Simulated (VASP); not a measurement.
# Ge32H20CO in VASP: a series of runs

Ge32H20CO is run at these levels: PBE+D3(BJ); tasks: single point.

All numbers are computed with VASP 6.6.1; they aren't measurements. Logs are shortened: lines on timing, memory, paths and dates and some standing lists are left out, and cuts for length are marked.

### Step 1. The cell of the first run

The cell holds a slab with vacuum, 54 atoms: a = 11.316 Å, b = 11.316 Å, c = 20.913 Å, α = 90.00°, β = 90.00°, γ = 90.00°.

### Step 2. Single point, PBE+D3(BJ)

Contents of INCAR:

```
SYSTEM = Ge32H20CO
PREC = Accurate
ENCUT = 520
EDIFF = 1E-6
ISMEAR = 0
SIGMA = 0.03
LREAL = Auto
LASPH = .TRUE.
NELM = 80
ALGO = Normal
ISIF = 2
LWAVE = .FALSE.
LCHARG = .FALSE.
GGA = PE
IVDW = 12
NBANDS = 272
```

Contents of KPOINTS:

```
Automatic mesh
0
G
  1 1 1
  0 0 0
```

Contents of POSCAR:

```
Ge32H20CO
1.0
    8.0016200000      8.0016200000      0.0000000000
   -8.0016200000      8.0016200000      0.0000000000
    0.0000000000      0.0000000000     20.9129000000
Ge H O C
32 20 1 1
Direct
   -0.3100720000      0.3151954200      0.3421816900
   -0.1836957900     -0.3127898300      0.3430699600
    0.0502332000     -0.0402337100      0.3654321500
    0.3219554300      0.1937474700      0.3424970500
   -0.0301035400     -0.4663418000      0.3840479600
    0.2006358800     -0.1994483700      0.3470077200
    0.4708464900      0.0357934200      0.3827257700
    0.5389252000     -0.5286406500      0.3830522200
   -0.1178923300      0.3868517800      0.3039627400
   -0.1169792400     -0.1204998800      0.3025810500
    0.1319640300      0.1216198400      0.2992218900
    0.3897033400      0.3864676200      0.3044307100
    0.1137599600     -0.3799517600      0.3030634500
    0.3836706000     -0.1131358000      0.3040472300
    0.6153395200      0.1241842600      0.3027580600
    0.6257705700     -0.3841494200      0.3021710100
    0.0000000400      0.2510688000      0.2347317200
    0.0002167600     -0.2518642900      0.2295624200
    0.2545176200     -0.0034097400      0.2288083500
    0.4989066300      0.2500484100      0.2288587300
    0.2492851100     -0.4994258000      0.2353728900
    0.5014511500     -0.2498061700      0.2355399100
    0.7486047800      0.0019019000      0.2348794900
    0.7518538800     -0.5018712300      0.2285718700
   -0.1250000000      0.1250000000      0.1644630000
   -0.1250000000     -0.3750000000      0.1644630000
    0.1250000000     -0.1250000000      0.1644630000
    0.3750000000      0.1250000000      0.1644630000
    0.1250000000     -0.6250000000      0.1644630000
    0.3750000000     -0.3750000000      0.1644630000
    0.6250000000     -0.1250000000      0.1644630000
    0.6250000000     -0.6250000000      0.1644630000
   -0.0489780000      0.0489780000      0.1195430000
   -0.2010220000      0.2010220000      0.1195430000
   -0.0489780000     -0.4510220000      0.1195430000
   -0.2010220000     -0.2989780000      0.1195430000
    0.2010220000     -0.2010220000      0.1195430000
    0.0489780000     -0.0489780000      0.1195430000
    0.4510220000      0.0489780000      0.1195430000
    0.2989780000      0.2010220000      0.1195430000
    0.2010220000     -0.7010220000      0.1195430000
    0.0489780000     -0.5489780000      0.1195430000
    0.4510220000     -0.4510220000      0.1195430000
    0.2989780000     -0.2989780000      0.1195430000
    0.7010220000     -0.2010220000      0.1195430000
    0.5489780000     -0.0489780000      0.1195430000
    0.7010220000     -0.7010220000      0.1195430000
    0.5489780000     -0.5489780000      0.1195430000
    0.1089292100     -0.1039587600      0.4356569600
    0.3445132000     -0.1227939800      0.4707746000
    0.3370454600     -0.2803713800      0.4773965400
    0.2548744100     -0.1897978200      0.5316661700
    0.1853873600     -0.2023480500      0.4408856600
    0.2862004500     -0.1979458100      0.4821444800
```

Potentials or basis: VASP PAW PBE potentials, release 64 (Ge_d, H, O, C).

Started as:

```sh
cat potpaw_PBE.64/Ge_d/POTCAR potpaw_PBE.64/H/POTCAR potpaw_PBE.64/O/POTCAR potpaw_PBE.64/C/POTCAR > POTCAR
mpirun -np 1 vasp_gam > vasp.out
```

OUTCAR:

```text
SYSTEM = Ge32H20CO
   PREC = Accurate
   ENCUT = 520
   EDIFF = 1E-6
   ISMEAR = 0
   LREAL = Auto
   LASPH = .TRUE.
   NELM = 80
   ISIF = 2
   GGA = PE
   IVDW = 12
 IVDW          = 12

 ion  position               nearest neighbor table
   1  0.690  0.315  0.342-   9 2.45  15 2.46   8 2.60
   2  0.816  0.687  0.343-  10 2.45  16 2.46   5 2.60
   3  0.050  0.960  0.365-  49 1.77  11 2.48  10 2.48   6 2.51
   4  0.322  0.194  0.342-  12 2.44  11 2.47   7 2.60
   5  0.970  0.534  0.384-  13 2.54   9 2.56   2 2.60
   6  0.201  0.801  0.347-  53 1.97  13 2.45  14 2.46   3 2.51
   7  0.471  0.036  0.383-  15 2.54  14 2.55   4 2.60
   8  0.539  0.471  0.383-  12 2.55  16 2.55   1 2.60
   9  0.882  0.387  0.304-   1 2.45  17 2.50  24 2.50   5 2.56
  10  0.883  0.880  0.303-   2 2.45   3 2.48  23 2.50  18 2.51
  11  0.132  0.122  0.299-  19 2.47   4 2.47   3 2.48  17 2.49
  12  0.390  0.386  0.304-   4 2.44  21 2.51  20 2.53   8 2.55
  13  0.114  0.620  0.303-   6 2.45  18 2.47  21 2.49   5 2.54
  14  0.384  0.887  0.304-   6 2.46  19 2.48  22 2.49   7 2.55
[... 16 lines left out ...]
  31  0.625  0.875  0.164-  45 1.54  46 1.54  22 2.48  23 2.49
  32  0.625  0.375  0.164-  47 1.54  48 1.54  24 2.41  20 2.42
  33  0.951  0.049  0.120-  25 1.54
  34  0.799  0.201  0.120-  25 1.54
  35  0.951  0.549  0.120-  26 1.54
  36  0.799  0.701  0.120-  26 1.54
  37  0.201  0.799  0.120-  27 1.54
  38  0.049  0.951  0.120-  27 1.54
[... 8 lines left out ...]
  47  0.701  0.299  0.120-  32 1.54
  48  0.549  0.451  0.120-  32 1.54
  49  0.109  0.896  0.436-  53 1.41   3 1.77
  50  0.345  0.877  0.471-  54 1.10
  51  0.337  0.720  0.477-  54 1.10
  52  0.255  0.810  0.532-  54 1.10
  53  0.185  0.798  0.441-  49 1.41  54 1.43   6 1.97
  54  0.286  0.802  0.482-  52 1.10  51 1.10  50 1.10  53 1.43

  LATTYP: Found a simple tetragonal cell.
 ALAT       =    11.3159995250
 C/A-ratio  =     1.8480824388

  Lattice vectors:

 A1 = (   8.0016200000,   8.0016200000,   0.0000000000)
 A2 = (  -8.0016200000,   8.0016200000,   0.0000000000)
 A3 = (   0.0000000000,   0.0000000000,  20.9129000000)

Analysis of symmetry for initial positions (statically):
=====================================================================
 Subroutine PRICEL returns:
 Original cell was already a primitive cell.

 Routine SETGRP: Setting up the symmetry group for a
 simple tetragonal supercell.

 Subroutine GETGRP returns: Found  1 space group operations
 (whereof  1 operations were pure point group operations)
 out of a pool of 16 trial point group operations.

The static configuration has the point symmetry C_1 .

Analysis of symmetry for dynamics (positions and initial velocities):
=====================================================================
 Subroutine PRICEL returns:
 Original cell was already a primitive cell.

 Routine SETGRP: Setting up the symmetry group for a
 simple tetragonal supercell.

 Subroutine GETGRP returns: Found  1 space group operations
 (whereof  1 operations were pure point group operations)
 out of a pool of 16 trial point group operations.

The dynamic configuration has the point symmetry C_1 .

 Subroutine INISYM returns: Found  1 space group operations
 (whereof  1 operations are pure point group operations),
 and found     1 'primitive' translations

----------------------------------------------------------------------------------------

                                     Primitive cell

  volume of cell :    2677.9354

  direct lattice vectors                    reciprocal lattice vectors
     8.001620000  8.001620000  0.000000000     0.062487346  0.062487346  0.000000000
    -8.001620000  8.001620000  0.000000000    -0.062487346  0.062487346  0.000000000
     0.000000000  0.000000000 20.912900000     0.000000000  0.000000000  0.047817376

  length of vectors
    11.315999525 11.315999525 20.912900000     0.088370453  0.088370453  0.047817376

  position of ions in fractional coordinates (direct lattice)
     0.689928000  0.315195420  0.342181690
     0.816304210  0.687210170  0.343069960
     0.050233200  0.959766290  0.365432150
     0.321955430  0.193747470  0.342497050
     0.969896460  0.533658200  0.384047960
     0.200635880  0.800551630  0.347007720
[... 46 lines left out ...]
     0.185387360  0.797651950  0.440885660
     0.286200450  0.802054190  0.482144480

  ion indices of the primitive-cell ions
   primitive index   ion index
                 1           1
                 2           2
                 3           3
                 4           4
                 5           5
                 6           6
[... 46 lines left out ...]
                53          53
                54          54

----------------------------------------------------------------------------------------

 KPOINTS: Automatic mesh

Automatic generation of k-mesh.
 Grid dimensions read from file:
 generate k-points for:    1    1    1

 Generating k-lattice:

  Cartesian coordinates                     Fractional coordinates (reciprocal lattice)
     0.062487346  0.062487346  0.000000000     1.000000000  0.000000000  0.000000000
    -0.062487346  0.062487346  0.000000000     0.000000000  1.000000000  0.000000000
     0.000000000  0.000000000  0.047817376     0.000000000  0.000000000  1.000000000

  Length of vectors
     0.088370453  0.088370453  0.047817376

  Shift w.r.t. Gamma in fractional coordinates (k-lattice)
     0.000000000  0.000000000  0.000000000

 Subroutine IBZKPT returns following result:
 ===========================================

 Found      1 irreducible k-points:

 Following reciprocal coordinates:
            Coordinates               Weight
  0.000000  0.000000  0.000000      1.000000
   k-points           NKPTS =      1   k-points in BZ     NKDIM =      1   number of bands    NBANDS=    272
   number of dos      NEDOS =    301   number of ions     NIONS =     54
   total plane-waves  NPLWV = ******
   dimension x,y,z NGX =    84 NGY =   84 NGZ =  160
   dimension x,y,z NGXF=   168 NGYF=  168 NGZF=  320
   ions per type =              32  20   1   1
   NGX,Y,Z   is equivalent  to a cutoff of  12.34, 12.34, 12.72 a.u.
   NGXF,Y,Z  is equivalent  to a cutoff of  24.68, 24.68, 25.44 a.u.
 SYSTEM =  Ge32H20CO
   PREC   = accura    normal or accurate (medium, high low for compatibility)
   ISTART =      0    job   : 0-new  1-cont  2-samecut
   ICHARG =      2    charge: 1-file 2-atom 10-const
   ISPIN  =      1    spin polarized calculation?
   LNONCOLLINEAR =      F non collinear calculations
   LSORBIT =      F    spin-orbit coupling
   LASPH  =      T    aspherical Exc in radial PAW
   ENCUT  =  520.0 eV  38.22 Ry    6.18 a.u.  21.04 21.04 38.88*2*pi/ulx,y,z
   NELM   =     80;   NELMIN=  2; NELMDL= -5     # of ELM steps
   EDIFF  = 0.1E-05   stopping-criterion for ELM
   LREAL  =      T    real-space projection
   EDIFFG = 0.1E-04   stopping-criterion for IOM
   NSW    =      0    number of steps for IOM
   IBRION =     -1    ionic relax: 0-MD 1-quasi-New 2-CG
   NFREE  =      0    steps in history (QN), initial steepest desc. (CG)
   ISIF   =      2    stress and relaxation
   ISYM   =      2    0-nonsym 1-usesym 2-fastsym
   POTIM  = 0.5000    time-step for ionic-motion
   TEBEG  =    0.0;   TEEND  =   0.0 temperature during run
   PSTRESS=    0.0 pullay stress
   NELECT =     478.0000    total number of electrons
   NUPDOWN=      -1.0000    fix difference up-down
   EMIN   =  10.00;   EMAX   =-10.00  energy-range for DOS
   EFERMI =   0.00;   METHOD = LEGACY
   ISMEAR =     0;   SIGMA  =   0.03  broadening in eV -4-tet -1-fermi 0-gaus
   EFERMI_NEDOS =   21; number of points for ismear=-14 and -15
   IALGO  =     38    algorithm
   IMIX   =      4    mixing-type and parameters
     AMIX     =   0.40;   BMIX     =  1.00
     AMIX_MAG =   1.60;   BMIX_MAG =  1.00
  volume/ion in A,a.u.               =      49.59       334.66
  Fermi-wavevector in a.u.,A,eV,Ry     =   0.921759  1.741872 11.560052  0.849640
  Thomas-Fermi vector in A             =   2.047211
   LORBIT       =      0    0 simple, 1 ext, 2 COOP (PROOUT), +10 PAW based schemes
   GGA     = PE    functional components
   LHFCALC =     F    Hartree Fock is set to
   AEXX    =    0.0000 exact exchange contribution
   IVDW    =    12    specifies the selected vdW correction
   LEPSILON=     F    determine dielectric tensor
   LRPA    =     F    only Hartree local field effects (RPA)
 non-spin polarized calculation
 Gauss-broadening in eV      SIGMA  =   0.03
  energy-cutoff  :      520.00
  volume of cell :     2677.94
 maximum number of plane-waves:     35941
   NGX = 43   NGY = 43   NGZ = 77

 number of electron     477.9999696 magnetization

 Free energy of the ion-electron system (eV)
  ---------------------------------------------------
  ext. energy  EPLUGINS =         0.00000000
  ---------------------------------------------------
  free energy    TOTEN  =      -214.99874531 eV

  energy without entropy =     -214.99874531  energy(sigma->0) =     -214.99874531

 E-fermi :  -1.9418     XC(G=0):  -3.7396

 val. band max:       -2.1580579260   @ k =   0.0000   0.0000   0.0000
 cond. band min:      -1.6048187625   @ k =   0.0000   0.0000   0.0000
 fundamental gap:      0.5532391635
 Fermi energy:        -1.9418277304

 k-point     1 :       0.0000    0.0000    0.0000
  band No.  band energies     occupation
      1     -26.6331      2.00000
      2     -26.6307      2.00000
      3     -26.6257      2.00000
      4     -26.5691      2.00000
      5     -26.5645      2.00000
      6     -26.5643      2.00000
[... 243 lines left out ...]
    250       0.4374      0.00000
    251       0.4896      0.00000
 [bands above 251 left out]

------------------------ aborting loop because EDIFF is reached ----------------------------------------

 Edisp (eV)   -7.14669

 E8    (eV) :    -3.1575

  FORCE on cell =-STRESS in cart. coord.  units (eV):
  Direction    XX          YY          ZZ          XY          YZ          ZX
  --------------------------------------------------------------------------------------
  -------------------------------------------------------------------------------------
  Total      13.51938     7.63431    -0.42591    -0.52315    -0.01572     0.00551
  in kB       8.08849     4.56752    -0.25482    -0.31299    -0.00940     0.00330
  external pressure =        4.13 kB  Pullay stress =        0.00 kB

 VOLUME and BASIS-vectors are now :
 -----------------------------------------------------------------------------
  energy-cutoff  :      520.00
  volume of cell :     2677.94
      direct lattice vectors                 reciprocal lattice vectors
     8.001620000  8.001620000  0.000000000     0.062487346  0.062487346  0.000000000
    -8.001620000  8.001620000  0.000000000    -0.062487346  0.062487346  0.000000000
     0.000000000  0.000000000 20.912900000     0.000000000  0.000000000  0.047817376

 POSITION                                       TOTAL-FORCE (eV/Angst)
 -----------------------------------------------------------------------------------
      2.99847      8.04262      7.15601         0.001676     -0.001169      0.000206
      1.03296     12.03055      7.17459        -0.004183      0.000697      0.007634
     -7.27774      8.08163      7.64225         0.000333     -0.000257      0.004867
      1.02587      4.12646      7.16261        -0.000720      0.000174      0.001504
      3.49061     12.03087      8.03156         0.000984     -0.001499      0.006574
     -4.80030      8.01112      7.25694         0.000612     -0.008772     -0.015551
[... 46 lines left out ...]
     -4.89911      7.86591      9.22020        -0.096528     -0.066162     -0.085240
     -4.12767      8.70780     10.08304         0.069403      0.066580      0.090526
 -----------------------------------------------------------------------------------
    total drift:                               -0.005941      0.007050      0.016880

  FREE ENERGIE OF THE ION-ELECTRON SYSTEM (eV)
  ---------------------------------------------------
  free  energy   TOTEN  =      -222.1454401047 eV

  energy  without entropy=     -222.1454401047  energy(sigma->0) =     -222.14544010
```

Wall time 42 min (1 thread of Intel Xeon Platinum 8488C (Sapphire Rapids), shared host); peak memory 1.9 GiB.

What came out:

| Quantity | Value |
| --- | --- |
| Free energy | -222.1454 eV |
| Largest force | 0.622 eV/Å |
| Dispersion energy per atom | -0.132 eV |

Forces in eV/Å, atoms in the order of the input:
```
Ge   0.002 -0.001  0.000
Ge  -0.004  0.001  0.008
Ge   0.000  0.000  0.005
Ge  -0.001  0.000  0.002
Ge   0.001 -0.001  0.007
Ge   0.001 -0.009 -0.016
Ge   0.003  0.001  0.007
Ge  -0.004  0.001  0.008
Ge   0.004  0.000 -0.003
Ge   0.000  0.000  0.002
Ge   0.000  0.000  0.001
Ge  -0.001 -0.002  0.000
Ge   0.001  0.005 -0.001
Ge   0.001  0.000 -0.004
Ge   0.002  0.002 -0.001
Ge   0.000  0.002  0.002
Ge   0.000  0.002 -0.003
Ge   0.003  0.001 -0.006
Ge  -0.002  0.000 -0.005
Ge   0.001 -0.002 -0.007
Ge  -0.002  0.000 -0.004
Ge   0.002  0.002 -0.003
Ge   0.000  0.000 -0.003
Ge   0.001 -0.003 -0.008
Ge  -0.129  0.041  0.506
Ge   0.047 -0.023 -0.592
Ge  -0.030 -0.070 -0.326
Ge   0.057 -0.088 -0.613
Ge   0.151  0.057  0.438
Ge  -0.155  0.053  0.591
Ge   0.132 -0.032  0.460
Ge  -0.126 -0.040 -0.499
H    0.025  0.002  0.023
H    0.080  0.015  0.023
H   -0.088 -0.001 -0.047
H    0.119 -0.066 -0.015
H   -0.099 -0.053 -0.010
H    0.046  0.024 -0.021
H   -0.088  0.102 -0.051
H    0.122  0.022 -0.002
H   -0.100 -0.015  0.028
H    0.017  0.036  0.029
H    0.023  0.000  0.016
H    0.092  0.020  0.026
H   -0.099  0.048  0.033
H    0.015 -0.006  0.032
H   -0.064 -0.054  0.005
H    0.055  0.023 -0.028
H    0.007 -0.008 -0.001
H   -0.004  0.021 -0.003
H    0.017 -0.002  0.000
H   -0.002 -0.004  0.017
O   -0.097 -0.066 -0.085
C    0.069  0.067  0.091
```

Levels at points of the mesh, in eV from the Fermi level:
| k point | band 235 | band 236 | band 237 | band 238 | band 239 | band 240 | band 241 | band 242 | band 243 | band 244 |
| --- | --- | --- | --- | --- | --- | --- | --- | --- | --- | --- |
| (0.00, 0.00, 0.00) | -0.66 | -0.41 | -0.38 | -0.31 | -0.22 | 0.34 | 0.74 | 1.08 | 1.12 | 1.46 |

Caveat: the k points lie up to 0.56 Å⁻¹ apart; there is no dipole correction, which matters where the two faces differ.

(Part 1 of 3 ends here.)
